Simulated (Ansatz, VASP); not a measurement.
**One calculation of Ru, two programs**

File INCAR:

```
SYSTEM = Ru
PREC = Accurate
ENCUT = 520
EDIFF = 1E-6
ISMEAR = -1
SIGMA = 0.1
LREAL = .False.
LASPH = .True.
NELM = 100
ALGO = Normal
ISIF = 2
LWAVE = .False.
LCHARG = .True.
GGA = PE
LELF = .True.
LVHAR = .True.
NBANDS = 36
```

The input KPOINTS:

```
regular mesh
0
Gamma
  15 15 4
  0 0 0
```

POSCAR

```
Ru
1.0
    2.6734666428      0.0000000000      0.0000000000
   -1.3367333214      2.3152900289      0.0000000000
    0.0000000000      0.0000000000      8.5831364932
Ru
4
Direct
    1.0000000000      1.0000000000      0.0000000000
    1.0000000000      1.0000000000      0.5000000000
    0.3333333333      0.6666666667      0.2500000000
    0.6666666667      0.3333333333      0.7500000000
```

Input for Ansatz:

```yaml
crystal:
  lattice:
    - [2.6734666428, 0.0, 0.0]
    - [-1.3367333214, 2.3152900289, 0.0]
    - [0.0, 0.0, 8.5831364932]
  atoms:
    - { symbol: Ru, position: [1.0, 1.0, 0.0] }
    - { symbol: Ru, position: [1.0, 1.0, 0.5] }
    - { symbol: Ru, position: [0.3333333333, 0.6666666667, 0.25] }
    - { symbol: Ru, position: [0.6666666667, 0.3333333333, 0.75] }
hamiltonian:
  xc: pbe
  pseudopotentials:
    kind: paw
    azcp:
      Ru: "pseudopotentials/Ru.paw.azcp"
basis:
  ecutwfc: 420
  fft_grid_basis: typed
kpoints:
  mp_grid: { grid: [15, 15, 4], shift: [0, 0, 0] }
magnetization:
  spin_polarized: false
scf:
  occupations: { method: fermi_dirac, width: 0.1 }
  lower_state_search: "off"
output:
  stress: true
  write_density: true
  write_potential: true
  elf: true
  volumetric_format: npy
```

Alike in both runs: task single point; functional PBE; k mesh 15 × 15 × 4; occupations fermi-dirac, width 0.1 eV; no spin polarisation.

|  | VASP | Ansatz |
| --- | --- | --- |
| version | VASP 6.6.1 | Ansatz 0.2.0 |
| potentials or method | VASP PAW PBE potentials, release 64 (Ru_pv), cutoff 520 eV | plane waves (420 eV) with PAW, scalar-relativistic |
| valence electrons in the cell | 56 | 64 |

|  | VASP | Ansatz | Ansatz less VASP |
| --- | --- | --- | --- |
| pressure (GPa) | 13.6 | 13.6 | +0.09 |
| traceless stress, the component that is largest in VASP (GPa) | 1.20 | 1.20 | -0.004 |

With one functional, cell and mesh, what is left measures potentials, basis and numerics. VASP's potentials hold 56 valence electrons a cell and Ansatz's 64, so a difference there can come from the potentials and not from the codes.
